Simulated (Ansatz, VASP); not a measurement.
# SrCl2: VASP beside Ansatz

```
Sr Cl
1.0
     0.00000    3.47260    3.47260
     3.47260    0.00000    3.47260
     3.47260    3.47260    0.00000
Sr Cl
1 2
Direct
  0.00000 0.00000 0.00000
  0.25000 0.25000 0.25000
  0.75000 0.75000 0.75000
```

Alike in both runs: task single point; functional PBEsol; k mesh 6 × 6 × 6; no spin polarisation.

|  | VASP | Ansatz |
| --- | --- | --- |
| version | VASP 6.6.1 | Ansatz 0.2.0 |
| potentials or method | VASP PAW PBE potentials, release 64 (Sr_sv, Cl), cutoff 520 eV | all-electron LAPW, scalar-relativistic |
| occupations | gaussian, width 0.01 eV | fixed |

```csv
,VASP,Ansatz,Ansatz less VASP
gap on the k mesh at the Fermi level (eV),5.18,5.19,+0.011
pressure (GPa),-0.5,-0.6,-0.13
```

VASP's potentials were made for PBE, not for PBEsol. Ansatz ran all-electron here, and VASP with PAW potentials.
